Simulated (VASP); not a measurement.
# TaAs (I4_1md) in VASP: relaxation of shape and atoms at fixed volume with PBEsol

Aim: the relaxation of shape and atoms at fixed volume of TaAs with PBEsol.

All numbers are computed with VASP 6.6.1; they aren't measurements. Logs are shortened: lines on timing, memory, paths and dates and some standing lists are left out, and cuts for length are marked.

## (1) The cell of the first run

The structure is tetragonal, space group I4_1md (No. 109). The conventional cell has a = 3.336 Å, b = 3.336 Å, c = 11.135 Å, α = 90.00°, β = 90.00°, γ = 90.00°. Ta (site symmetry 2mm) has 6 As at 2.51 to 2.53 Å and 8 Ta at 3.25 to 3.34 Å within 3.4 Å. As (site symmetry 2mm) has 6 Ta at 2.51 to 2.53 Å and 8 As at 3.25 to 3.34 Å within 3.4 Å.

## (2) Relaxation of shape and atoms at fixed volume, PBEsol (15.49 Å³/atom)

INCAR reads:

```
PREC     = Accurate       # precision mode
ENCUT    = 600            # plane-wave cutoff, eV
EDIFF    = 1E-7           # SCF threshold, eV
ISMEAR   = 0              # smearing method
SIGMA    = 0.1            # smearing width, eV
LREAL    = False          # projectors in reciprocal space
LASPH    = True           # aspherical terms in the spheres
NELM     = 80             # most SCF steps
ALGO     = Normal         # electronic algorithm
ISIF     = 4              # what is computed and relaxed
LWAVE    = False          # write WAVECAR
LCHARG   = False          # write CHGCAR
GGA      = PS             # functional
IBRION   = 2              # ionic algorithm
NSW      = 50             # ionic steps
EDIFFG   = -0.01          # ionic threshold
```

KPOINTS reads:

```
regular mesh
0
Gamma
  18 18 18
```

POSCAR reads:

```
TaAs
1.0
   -1.6679254556      1.6679254556      5.5673779226
    1.6679254556     -1.6679254556      5.5673779226
    1.6679254556      1.6679254556     -5.5673779226
Ta As
2 2
Direct
    0.5007974923      1.0007974923      0.5000000000
    0.7507974923      0.7507974923      0.0000000000
    0.0818019277      0.5818019277      0.5000000000
    0.3318019277      0.3318019277      0.0000000000
```

Potentials or basis: VASP PAW PBE potentials, release 64 (Ta_pv, As).

Started as:

```sh
$ cat potpaw_PBE.64/Ta_pv/POTCAR potpaw_PBE.64/As/POTCAR > POTCAR
$ mpirun -np 1 vasp_std > vasp.out
```

OUTCAR:

```text
PREC = Accurate
   ENCUT = 600
   EDIFF = 1E-7
   ISMEAR = 0
   LREAL = False
   LASPH = True
   NELM = 80
   ISIF = 4
   GGA = PS
   IBRION = 2
   NSW = 50
   EDIFFG = -0.01

 ion  position               nearest neighbor table
   1  0.501  0.001  0.500-   4 2.51   4 2.51   3 2.53   3 2.53   3 2.53   3 2.53   2 3.25   2 3.25
                             2 3.25   2 3.25
   2  0.751  0.751  0.000-   3 2.51   3 2.51   4 2.53   4 2.53   4 2.53   4 2.53   1 3.25   1 3.25
                             1 3.25   1 3.25
   3  0.082  0.582  0.500-   2 2.51   2 2.51   1 2.53   1 2.53   1 2.53   1 2.53
   4  0.332  0.332  0.000-   1 2.51   1 2.51   2 2.53   2 2.53   2 2.53   2 2.53

  LATTYP: Found a body centered tetragonal cell.
 ALAT       =     3.3358509112
 C/A-ratio  =     3.3379057223

  Lattice vectors:

 A1 = (  -1.6679254556,   1.6679254556,   5.5673779226)
 A2 = (   1.6679254556,  -1.6679254556,   5.5673779226)
 A3 = (   1.6679254556,   1.6679254556,  -5.5673779226)

Analysis of symmetry for initial positions (statically):
=====================================================================
 Subroutine PRICEL returns:
 Original cell was already a primitive cell.

 Routine SETGRP: Setting up the symmetry group for a
 body centered tetragonal supercell.

 Subroutine GETGRP returns: Found  8 space group operations
 (whereof  4 operations were pure point group operations)
 out of a pool of 16 trial point group operations.

The static configuration has the point symmetry C_2v.
 The point group associated with its full space group is C_4v.

Analysis of symmetry for dynamics (positions and initial velocities):
=====================================================================
 Subroutine PRICEL returns:
 Original cell was already a primitive cell.

 Routine SETGRP: Setting up the symmetry group for a
 body centered tetragonal supercell.

 Subroutine GETGRP returns: Found  8 space group operations
 (whereof  4 operations were pure point group operations)
 out of a pool of 16 trial point group operations.

The dynamic configuration has the point symmetry C_2v.
 The point group associated with its full space group is C_4v.

 Subroutine INISYM returns: Found  8 space group operations
 (whereof  4 operations are pure point group operations),
 and found     1 'primitive' translations

----------------------------------------------------------------------------------------

                                     Primitive cell

  volume of cell :      61.9532

  direct lattice vectors                    reciprocal lattice vectors
    -1.667925456  1.667925456  5.567377923     0.000000000  0.299773589  0.089808884
     1.667925456 -1.667925456  5.567377923     0.299773589  0.000000000  0.089808884
     1.667925456  1.667925456 -5.567377923     0.299773589  0.299773589  0.000000000

  length of vectors
     6.046457441  6.046457441  6.046457441     0.312937438  0.312937438  0.423943875

  position of ions in fractional coordinates (direct lattice)
     0.500797492  0.000797492  0.500000000
     0.750797492  0.750797492  0.000000000
     0.081801928  0.581801928  0.500000000
     0.331801928  0.331801928  0.000000000

  ion indices of the primitive-cell ions
   primitive index   ion index
                 1           1
                 2           2
                 3           3
                 4           4

----------------------------------------------------------------------------------------

 KPOINTS: regular mesh

Automatic generation of k-mesh.
 Grid dimensions read from file:
 generate k-points for:   18   18   18

 Generating k-lattice:

  Cartesian coordinates                     Fractional coordinates (reciprocal lattice)
     0.000000000  0.016654088  0.004989382     0.055555556  0.000000000 -0.000000000
     0.016654088  0.000000000  0.004989382     0.000000000  0.055555556 -0.000000000
     0.016654088  0.016654088  0.000000000     0.000000000  0.000000000  0.055555556

  Length of vectors
     0.017385413  0.017385413  0.023552438

  Shift w.r.t. Gamma in fractional coordinates (k-lattice)
     0.000000000  0.000000000  0.000000000

 Subroutine IBZKPT returns following result:
 ===========================================

 Found    480 irreducible k-points:

 Following reciprocal coordinates:
            Coordinates               Weight
  0.000000  0.000000  0.000000      1.000000
  0.055556 -0.000000  0.000000      8.000000
  0.111111 -0.000000  0.000000      8.000000
  0.166667 -0.000000  0.000000      8.000000
  0.222222  0.000000  0.000000      8.000000
  0.277778 -0.000000  0.000000      8.000000
[... 16 lines left out ...]
 -0.277778  0.055556 -0.000000     16.000000
 -0.222222  0.055556  0.000000     16.000000
 [... further k-points ...]
   k-points           NKPTS =    480   k-points in BZ     NKDIM =    480   number of bands    NBANDS=     20
   number of dos      NEDOS =    301   number of ions     NIONS =      4
   total plane-waves  NPLWV = 110592
   dimension x,y,z NGX =    48 NGY =   48 NGZ =   48
   dimension x,y,z NGXF=    96 NGYF=   96 NGZF=   96
   ions per type =               2   2
   NGX,Y,Z   is equivalent  to a cutoff of  13.20, 13.20, 13.20 a.u.
   NGXF,Y,Z  is equivalent  to a cutoff of  26.39, 26.39, 26.39 a.u.
 SYSTEM =  unknown system
   PREC   = accura    normal or accurate (medium, high low for compatibility)
   ISTART =      0    job   : 0-new  1-cont  2-samecut
   ICHARG =      2    charge: 1-file 2-atom 10-const
   ISPIN  =      1    spin polarized calculation?
   LNONCOLLINEAR =      F non collinear calculations
   LSORBIT =      F    spin-orbit coupling
   LASPH  =      T    aspherical Exc in radial PAW
   ENCUT  =  600.0 eV  44.10 Ry    6.64 a.u.  12.08 12.08 12.08*2*pi/ulx,y,z
   NELM   =     80;   NELMIN=  2; NELMDL= -5     # of ELM steps
   EDIFF  = 0.1E-06   stopping-criterion for ELM
   LREAL  =      F    real-space projection
   EDIFFG = -.1E-01   stopping-criterion for IOM
   NSW    =     50    number of steps for IOM
   IBRION =      2    ionic relax: 0-MD 1-quasi-New 2-CG
   NFREE  =      1    steps in history (QN), initial steepest desc. (CG)
   ISIF   =      4    stress and relaxation
   ISYM   =      2    0-nonsym 1-usesym 2-fastsym
   POTIM  = 0.5000    time-step for ionic-motion
   TEBEG  =    0.0;   TEEND  =   0.0 temperature during run
   PSTRESS=    0.0 pullay stress
   NELECT =      32.0000    total number of electrons
   NUPDOWN=      -1.0000    fix difference up-down
   EMIN   =  10.00;   EMAX   =-10.00  energy-range for DOS
   EFERMI =   0.00;   METHOD = LEGACY
   ISMEAR =     0;   SIGMA  =   0.10  broadening in eV -4-tet -1-fermi 0-gaus
   EFERMI_NEDOS =   21; number of points for ismear=-14 and -15
   IALGO  =     38    algorithm
   IMIX   =      4    mixing-type and parameters
     AMIX     =   0.40;   BMIX     =  1.00
     AMIX_MAG =   1.60;   BMIX_MAG =  1.00
  volume/ion in A,a.u.               =      15.49       104.52
  Fermi-wavevector in a.u.,A,eV,Ry     =   1.313520  2.482194 23.474621  1.725336
  Thomas-Fermi vector in A             =   2.443837
   LORBIT       =      0    0 simple, 1 ext, 2 COOP (PROOUT), +10 PAW based schemes
   GGA     = PS    functional components
   LHFCALC =     F    Hartree Fock is set to
   AEXX    =    0.0000 exact exchange contribution
   IVDW    =     0    specifies the selected vdW correction
   LEPSILON=     F    determine dielectric tensor
   LRPA    =     F    only Hartree local field effects (RPA)
 conjugate gradient relaxation of ions
 non-spin polarized calculation
 Gauss-broadening in eV      SIGMA  =   0.10
  energy-cutoff  :      600.00
  volume of cell :       61.95
 maximum number of plane-waves:      2090
   NGX = 25   NGY = 25   NGZ = 25

--------------------------------------- Ionic step        1  -------------------------------------------

 number of electron      32.0000002 magnetization

 Free energy of the ion-electron system (eV)
  ---------------------------------------------------
  ext. energy  EPLUGINS =         0.00000000
  ---------------------------------------------------
  free energy    TOTEN  =       -37.31344958 eV

  energy without entropy =      -37.31170806  energy(sigma->0) =      -37.31257882

------------------------ aborting loop because EDIFF is reached ----------------------------------------

  FORCE on cell =-STRESS in cart. coord.  units (eV):
  Direction    XX          YY          ZZ          XY          YZ          ZX
  --------------------------------------------------------------------------------------
  -------------------------------------------------------------------------------------
  Total        9.1009525      9.1009525      8.5730919      0.0000000      0.0000000      0.0000000
  in kB      235.3604380    235.3604380    221.7093934      0.0000000      0.0000000      0.0000000
  external PRESSURE =     230.8100898 kB  Pullay stress =       0.0000000 kB
[... 137 lines left out ...]
  energy  without entropy=      -37.3133636982  energy(sigma->0) =      -37.31426258

--------------------------------------- Ionic step        5  -------------------------------------------

 number of electron      32.0000001 magnetization

 Free energy of the ion-electron system (eV)
  ---------------------------------------------------
  ext. energy  EPLUGINS =         0.00000000
  ---------------------------------------------------
  free energy    TOTEN  =       -37.31527392 eV

  energy without entropy =      -37.31347671  energy(sigma->0) =      -37.31437532

 E-fermi :   7.9842     XC(G=0): -12.5863

 val. band max:        7.9826546672   @ k =  -0.0556  -0.4444   0.0556
 cond. band min:       7.9861207238   @ k =  -0.3889   0.3889   0.3889
 fundamental gap:      0.0034660566
 Fermi energy:         7.9842080025

 k-point     1 :       0.0000    0.0000    0.0000
  band No.  band energies     occupation
      1     -26.7311      2.00000
      2     -26.6175      2.00000
      3     -26.6175      2.00000
      4     -26.4249      2.00000
      5     -26.4249      2.00000
      6     -26.3157      2.00000
[... 12 lines left out ...]
     19      10.8091      0.00000
[... 513 lines left out ...]
      4     -26.5161      2.00000
      5     -26.4196      2.00000
      6     -26.3290      2.00000
[... 12 lines left out ...]
     19       9.9137      0.00000
     20      10.9064      0.00000

 [... further k-points ...]

------------------------ aborting loop because EDIFF is reached ----------------------------------------

  FORCE on cell =-STRESS in cart. coord.  units (eV):
  Direction    XX          YY          ZZ          XY          YZ          ZX
  --------------------------------------------------------------------------------------
  -------------------------------------------------------------------------------------
  Total        8.8307891      8.8307891      8.8226219      0.0000000      0.0000000      0.0000000
  in kB      228.3737209    228.3737209    228.1625093      0.0000000      0.0000000      0.0000000
  external PRESSURE =     228.3033170 kB  Pullay stress =       0.0000000 kB
[... 19 lines left out ...]
  FREE ENERGIE OF THE ION-ELECTRON SYSTEM (eV)
  ---------------------------------------------------
  free  energy   TOTEN  =       -37.3152739217 eV

  energy  without entropy=      -37.3134767135  energy(sigma->0) =      -37.31437532

 reached required accuracy - stopping structural energy minimisation
```

Wall time 34 min (1 thread of Intel Xeon 6975P-C (Granite Rapids), shared host); peak memory 0.88 GiB.

Results:

```
Free energy               : -37.3153 eV
Energy gained by relaxing : 0.5 meV/atom
Ionic steps               : 5
Pressure after relaxing   : 22.8 GPa
Band gap on the k mesh    : zero (bands 16 and 17 overlap by 0.02 eV)
```

The path:
| step | energy change (eV) | largest force (eV/Å) | pressure (GPa) | volume (Å³) |
| --- | --- | --- | --- | --- |
| 1 | 0.0000 | 0.0380 | 23.08 | 61.95 |
| 2 | -0.0015 | 0.0542 | 22.91 | 61.95 |
| 3 | -0.0016 | 0.0581 | 22.86 | 61.95 |
| 4 | -0.0017 | 0.0414 | 22.81 | 61.95 |
| 5 | -0.0018 | 0.0002 | 22.83 | 61.95 |

Final structure:
```cif
data_structure
_symmetry_space_group_name_H-M 'P 1'
_symmetry_Int_Tables_number 1
_cell_length_a 6.0205
_cell_length_b 6.0205
_cell_length_c 6.0205
_cell_angle_alpha 147.740
_cell_angle_beta 147.740
_cell_angle_gamma 46.269
_cell_volume 61.95
loop_
_atom_site_label
_atom_site_type_symbol
_atom_site_fract_x
_atom_site_fract_y
_atom_site_fract_z
_atom_site_occupancy
Ta1 Ta 0.50119 0.00119 0.50000 1
Ta2 Ta 0.75119 0.75119 0.00000 1
As1 As 0.08141 0.58141 0.50000 1
As2 As 0.33141 0.33141 0.00000 1
```

Levels at points of the mesh, in eV from the Fermi level:
```tsv
k point	band 14	band 15	band 16	band 17	band 18	band 19
(0.00, 0.00, 0.00)	-2.10	-1.74	-1.74	0.90	1.78	2.82
(0.50, 0.00, 0.00)	-2.32	-1.72	-0.06	0.08	1.61	2.65
(0.50, 0.50, 0.00)	-3.27	-1.23	-1.23	3.17	3.17	3.58
(0.50, 0.50, 0.50)	-3.20	-0.92	-0.92	1.31	1.31	2.79
```

Caveat: the PAW data sets were made with another functional, which shifts forces and pressure a little; spin-orbit coupling is left out, which moves the levels of the heavy elements.
